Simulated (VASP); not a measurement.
# H21ClO10 in VASP: notebook, part 2 of 2

VASP 6.6.1. Earlier steps stand in the parts before.

## 4. Single point, PBE+D3(BJ)

File INCAR:

```
SYSTEM = H21ClO10
PREC = Accurate
ENCUT = 520
EDIFF = 1E-6
ISMEAR = -1
SIGMA = 0.02
LREAL = Auto
LASPH = .True.
NELM = 80
ALGO = Normal
ISIF = 2
LWAVE = .False.
LCHARG = .False.
GGA = PE
IVDW = 12
NBANDS = 66
```

File KPOINTS:

```
Automatic mesh
0
Gamma
  1 1 1
  0 0 0
```

File POSCAR:

```
H21ClO10
1.0
    7.0540040000      0.0000000000      0.0000000000
    0.0000000000      7.0540040000      0.0000000000
    0.0000000000      0.0000000000      7.0540040000
O H Cl
10 21 1
Direct
    0.6563931634      0.1435355013      1.0021684139
    0.2127585978      0.8653525005      0.1209525824
    0.1988941316      0.4794014860      0.3755597530
    0.0212928714      0.2349871080      0.9569175181
    0.8319955588      0.7357806999      0.2489933377
    0.9092991725      0.6292596375      0.8117517370
    0.5692228130      0.7082077073      0.6079242371
    0.5435494508      0.4085906387      0.2471787654
    0.3657355454      1.0059109691      0.6761691658
    0.5904589790      0.2153953981      0.5159764582
    0.5681595871      0.0947972244      0.9142467172
    0.7767928683      0.1646724328      0.9489220590
    0.1173517906      0.8637789261      0.2207540568
    0.2007937620      0.7432658105      0.0643039046
    0.0982987818      0.5823926383      0.3723133698
    0.2863196562      0.5264527777      0.2763820378
    0.0386730714      0.1577969051      0.8310740964
    0.0864190040      0.1484972223      1.0327467918
    0.7716893838      0.7875385384      0.3657638981
    0.7764809887      0.8191517895      0.1570313825
    0.9581083311      0.6424152864      0.6814002374
    0.9729651415      0.5019418758      0.8499995180
    0.6609862994      0.6631127513      0.7134671316
    0.5134672450      0.5879355895      0.5824068146
    0.6176633866      0.5219446998      0.2403882958
    0.5765661602      0.3302946809      0.1289905705
    0.2354549274      1.0501836971      0.6243404455
    0.3958744565      0.8759280545      0.6514739714
    0.5447119111      0.2950381089      0.4036147414
    0.4824352240      0.1124893039      0.5735324222
    0.7176066245      0.1526225389      0.5024238716
    0.9732911975      0.0491352146      0.4773600922
```

Potentials or basis: VASP PAW PBE potentials, release 64 (O, H, Cl).

Command:

```sh
> cat potpaw_PBE.64/O/POTCAR potpaw_PBE.64/H/POTCAR potpaw_PBE.64/Cl/POTCAR > POTCAR
> mpirun -np 1 vasp_gam > vasp.out
```

OUTCAR:

```text
SYSTEM = H21ClO10
   PREC = Accurate
   ENCUT = 520
   EDIFF = 1E-6
   ISMEAR = -1
   LREAL = Auto
   LASPH = .True.
   NELM = 80
   ISIF = 2
   GGA = PE
   IVDW = 12
 IVDW          = 12

 ion  position               nearest neighbor table
   1  0.656  0.144  0.002-  12 0.94  11 0.94
   2  0.213  0.865  0.121-  14 0.95  13 0.97
   3  0.199  0.479  0.376-  16 0.99  15 1.02
   4  0.021  0.235  0.957-  18 0.93  17 1.05
   5  0.832  0.736  0.249-  20 0.96  19 1.00
   6  0.909  0.629  0.812-  21 0.99  22 1.04
   7  0.569  0.708  0.608-  24 0.95  23 1.04
   8  0.544  0.409  0.247-  25 0.96  26 1.03  29 1.36
   9  0.366  0.006  0.676-  28 0.96  27 1.04  30 1.33
  10  0.590  0.215  0.516-  31 1.00  29 1.02  30 1.13
  11  0.568  0.095  0.914-   1 0.94
  12  0.777  0.165  0.949-   1 0.94
  13  0.117  0.864  0.221-   2 0.97
  14  0.201  0.743  0.064-   2 0.95
  15  0.098  0.582  0.372-   3 1.02
  16  0.286  0.526  0.276-   3 0.99
[... 10 lines left out ...]
  27  0.235  0.050  0.624-   9 1.04
  28  0.396  0.876  0.651-   9 0.96
  29  0.545  0.295  0.404-  10 1.02   8 1.36
[... 228 lines left out ...]
 Fermi energy:        -2.3828516066

 k-point     1 :       0.0000    0.0000    0.0000
  band No.  band energies     occupation
      1     -23.3695      2.00000
      2     -22.7927      2.00000
      3     -22.6428      2.00000
      4     -22.4920      2.00000
      5     -22.2607      2.00000
      6     -22.1826      2.00000
[... 48 lines left out ...]
     55       6.0973      0.00000
     56       6.2628      0.00000
 [bands above 56 left out]

------------------------ aborting loop because EDIFF is reached ----------------------------------------

 Edisp (eV)   -1.12564

 E8    (eV) :    -0.2422

  FORCE on cell =-STRESS in cart. coord.  units (eV):
  Direction    XX          YY          ZZ          XY          YZ          ZX
  --------------------------------------------------------------------------------------
  -------------------------------------------------------------------------------------
  Total       0.59290     0.73266     1.22230     4.23852    -1.02036    -0.68325
  in kB       2.70636     3.34430     5.57930    19.34719    -4.65757    -3.11877
  external pressure =        3.88 kB  Pullay stress =        0.00 kB

 VOLUME and BASIS-vectors are now :
 -----------------------------------------------------------------------------
  energy-cutoff  :      520.00
  volume of cell :      351.00
      direct lattice vectors                 reciprocal lattice vectors
     7.054004000  0.000000000  0.000000000     0.141763458  0.000000000  0.000000000
     0.000000000  7.054004000  0.000000000     0.000000000  0.141763458  0.000000000
     0.000000000  0.000000000  7.054004000     0.000000000  0.000000000  0.141763458

 POSITION                                       TOTAL-FORCE (eV/Angst)
 -----------------------------------------------------------------------------------
      4.63020      1.01250      0.01530        -1.534187      0.169251      2.219162
      1.50080      6.10420      0.85320         0.457236      0.922312      0.277542
      1.40300      3.38170      2.64920        -1.021279      1.937907     -0.298846
      0.15020      1.65760      6.75010        -0.695333     -0.073327     -4.241306
      5.86890      5.19020      1.75640        -0.920531     -0.646986      1.051183
      6.41420      4.43880      5.72610         1.192581     -2.063686     -0.172914
[... 24 lines left out ...]
      5.06200      1.07660      3.54410         0.300868      0.145198     -0.334154
      6.86560      0.34660      3.36730         0.310036      0.129911      0.743237
 -----------------------------------------------------------------------------------
    total drift:                                0.005051      0.009757     -0.007437

  FREE ENERGIE OF THE ION-ELECTRON SYSTEM (eV)
  ---------------------------------------------------
  free  energy   TOTEN  =      -152.6076673251 eV

  energy  without entropy=     -152.6076673251  energy(sigma->0) =     -152.60766733
```

stdout:

```text
POSCAR found type information on POSCAR O H Cl
 POSCAR found :  3 types and      32 ions
 scaLAPACK will be used
 LDA part: xc-table for (Slater+PW92), standard interpolation
 POSCAR, INCAR and KPOINTS ok, starting setup
 FFT: planning ... GRIDC
 FFT: planning ... GRID_SOFT
 FFT: planning ... GRID
 WAVECAR not read
 entering main loop
```

Wall time 40 s (1 thread of Intel Xeon Platinum 8488C (Sapphire Rapids), shared host); peak memory 0.37 GiB.

What came out:

- Free energy: -152.6077 eV
- Pressure: 0.4 GPa
- Largest force: 4.299 eV/Å
- Band gap on the k mesh: 3.84 eV
- Dispersion energy per atom: -0.035 eV

Forces in eV/Å, atoms in the order of the input:
```
O   -1.534  0.169  2.219
O    0.457  0.922  0.278
O   -1.021  1.938 -0.299
O   -0.695 -0.073 -4.241
O   -0.921 -0.647  1.051
O    1.193 -2.064 -0.173
O    1.603 -0.288  1.756
O   -0.785 -0.507 -2.042
O   -1.480  2.754  0.037
O   -0.877 -1.073  1.779
H   -0.951 -0.563 -1.229
H    2.022  0.416 -0.815
H   -0.303  0.202  0.275
H   -0.237 -0.754 -0.700
H    0.864 -1.347  0.021
H   -0.094 -0.571  0.558
H   -0.475  1.578  1.469
H    1.364 -1.446  2.248
H    0.578 -0.341 -0.275
H   -0.053  0.548 -0.959
H   -0.131  0.294  0.426
H   -1.158  1.657 -0.162
H   -0.527  0.993 -1.060
H   -0.955 -1.031 -0.715
H    1.066  1.009  0.075
H    0.031  0.042  0.799
H    0.850 -1.131  0.218
H    0.268 -1.593 -0.449
H    0.674  0.211 -0.628
H    0.620  0.421  0.129
H    0.301  0.145 -0.334
Cl   0.310  0.130  0.743
```

Stress tensor (GPa, compression positive):
```
 0.27  1.93 -0.31
 1.93  0.33 -0.47
-0.31 -0.47  0.56
```

Caveat: the k points lie up to 0.89 Å⁻¹ apart.

## 5. Single point, PBE+D3(BJ)

File INCAR:

```
ALGO = Normal
EDIFF = 1E-7
ENCUT = 520
GGA = PE
ISIF = 2
ISMEAR = -1
IVDW = 12
LASPH = True
LCHARG = False
LREAL = Auto
LWAVE = False
NBANDS = 66
NELM = 60
PREC = Accurate
SIGMA = 0.02
```

File KPOINTS:

```
k-points
0
Gamma
  1 1 1
```

File POSCAR:

```
H21ClO10
1.0
    7.0540040000      0.0000000000      0.0000000000
    0.0000000000      7.0540040000      0.0000000000
    0.0000000000      0.0000000000      7.0540040000
O H Cl
10 21 1
Direct
    0.6698323392      0.1587041913      0.9973201036
    0.2220724570      0.8648846811      0.0882902817
    0.1646157275      0.4849302609      0.3616952868
    0.0340657590      0.2164160950      0.9133819601
    0.7788484384      0.6971643339      0.2559680998
    0.9378645093      0.6277852975      0.8521401462
    0.5802236574      0.6577257399      0.6128576054
    0.5168553916      0.4060814255      0.2121064859
    0.3741421184      0.9993473210      0.6935777184
    0.6021261116      0.2461722449      0.5159197528
    0.5685139957      0.1126452438      0.9123045578
    0.7987662043      0.1751912814      0.9542523650
    0.2223276312      0.8978163324      0.2226395108
    0.0943294050      0.8058969062      0.0673801716
    0.0451374850      0.4835268026      0.3046638477
    0.2444710834      0.4060672492      0.2815138750
    0.0088318634      0.1577685524      0.7948110038
    0.1419477505      0.1566627975      0.9907139264
    0.7008076548      0.6530475458      0.3694781007
    0.8345898301      0.8184429722      0.3108447344
    1.0072151930      0.5709806799      0.7477597121
    0.9227241720      0.5467249522      0.9583209763
    0.6750492344      0.6147005304      0.7042950358
    0.4842072672      0.5575415041      0.5950662914
    0.5470510082      0.5419333474      0.1939607633
    0.5984260854      0.3219022841      0.1162176829
    0.2362062738      1.0081933608      0.6566766903
    0.4033595671      0.8699598129      0.6685564681
    0.5622196982      0.3245674372      0.3765379209
    0.5222991084      0.1407002321      0.5637223909
    0.7237308059      0.1956619248      0.5078817647
    0.9833989320      0.0869435288      0.4999855401
```

Command:

```sh
> cat potpaw_PBE.64/O/POTCAR potpaw_PBE.64/H/POTCAR potpaw_PBE.64/Cl/POTCAR > POTCAR
> mpirun -np 1 vasp_gam > vasp.out
```

Wall time 46 s (1 thread of Intel Xeon Platinum 8488C (Sapphire Rapids), shared host); peak memory 0.36 GiB.

Results (log left out):

```
Free energy                : -152.6677 eV
Pressure                   : -0.2 GPa
Largest force              : 4.120 eV/Å
Band gap on the k mesh     : 3.82 eV
Dispersion energy per atom : -0.035 eV
```

Forces in eV/Å, atoms in the order of the input:
```
O   -2.171  0.313  1.123
O   -0.933 -0.075 -0.024
O    1.961  0.218  0.998
O    1.183  0.968  3.026
O   -0.190  0.580  1.683
O   -0.613  1.703 -1.130
O   -0.826 -0.162 -0.602
O    0.670 -0.567 -0.030
O   -0.857  1.422 -0.247
O   -3.124  2.019 -0.381
H    0.930  0.000 -0.067
H    1.087 -0.189 -0.697
H   -0.136 -0.145  0.026
H    1.095  0.426 -0.012
H   -2.070  0.111 -0.748
H    0.097  0.095 -0.001
H    0.554 -1.045 -1.618
H   -1.744  0.041 -1.602
H    0.963  0.675 -0.640
H   -0.500 -1.017 -0.611
H    0.167 -0.543  0.450
H    0.237 -1.203  0.523
H    0.185 -0.046  0.270
H    0.583  0.296  0.365
H    0.016 -0.425 -0.035
H   -0.581  0.054  0.102
H    0.696  0.348  0.058
H    0.825 -1.455 -0.043
H   -0.135 -0.140  0.007
H   -1.211 -0.417  0.285
H    3.912 -1.255 -0.308
Cl  -0.071 -0.584 -0.116
```

Stress tensor (GPa, compression positive):
```
 0.26 -1.12 -1.23
-1.12 -0.10  0.03
-1.23  0.03 -0.81
```

Levels at points of the mesh, in eV from the valence-band top:
```
           k point  band 42  band 43  band 44  band 45  band 46  band 47
(0.00, 0.00, 0.00)    -0.60    -0.49     0.00     3.82     6.49     6.76
```

Caveat: the k points lie up to 0.89 Å⁻¹ apart.
